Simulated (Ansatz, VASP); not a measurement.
## Pt: VASP beside Ansatz

```
Pt
1.0
     0.00000    1.96134    1.96134
     1.96134    0.00000    1.96134
     1.96134    1.96134    0.00000
Pt
1
Direct
  0.00000 0.00000 0.00000
```

Alike in both runs: task relaxation of cell and atoms; functional LDA; k mesh 17 × 17 × 17; occupations fermi-dirac, width 0.05 eV; no spin polarisation.

|  | VASP | Ansatz |
| --- | --- | --- |
| version | VASP 6.6.1 | Ansatz 0.2.0 |
| potentials or method | VASP PAW LDA potentials, release 64 (Pt) | PAW with Ansatz's default frozen-core files, scalar-relativistic |
| plane-wave cutoff (eV) | 600 | 420 |
| valence electrons in the cell | 10 | 18 |

VASP gave:

```
relaxed volume (Å³/atom)                                     : 14.80
relaxed cell length with the largest relative difference (Å) : 2.756
```

Task: What did Ansatz give for the same quantities?

Result: Relaxed volume (Å³/atom): 14.76; relaxed cell length with the largest relative difference (Å): 2.753.

LDA's correlation is that of Perdew and Zunger in VASP and of Perdew and Wang (1992) in Ansatz. VASP's potentials hold 10 valence electrons a cell and Ansatz's 18, so a difference there can come from the potentials and not from the codes.

Neither program's run includes spin-orbit coupling.
